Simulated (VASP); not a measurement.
Runs of VASP 6.6.1 on BeB. The structure is that of space group P-6m2 (No. 187), or close to it. The cells are those of the table. 

```tsv
task	cell	k mesh	cutoff (eV)	gap on the mesh (eV)	pressure (GPa)	largest force (eV/Å)
single point	a = 2.274, b = 2.274, c = 9.469 Å, angles 90.0, 90.0, 120.0°, 6 atoms	18 × 18 × 4	520	none	0.1	0.01
single point	a = 2.387, b = 2.387, c = 9.453 Å, angles 90.0, 90.0, 120.0°, 6 atoms	12 × 12 × 2	520	none	-10.9	(a)
relaxation of cell and atoms	relaxed from a = 2.387, b = 2.387, c = 9.453 Å, angles 90.0, 90.0, 120.0°, 6 atoms	12 × 12 × 2	600	-	0.0	0.02
single point	a = 2.270, b = 2.270, c = 9.494 Å, angles 90.0, 90.0, 120.0°, 6 atoms	12 × 12 × 2	520	none	0.0	0.01
```

Alike in all rows: level PBE; potentials or basis VASP PAW PBE potentials, release 64 (Be, B); no spin polarisation; smearing gaussian 0.1 eV.

Question: Fill in the values left out.

Answer: (a) 0.19.

Caveats: the bands computed are all filled at some k points, so no gap is given (some runs).

A gap of «none» marks levels without a gap at the run's occupations.
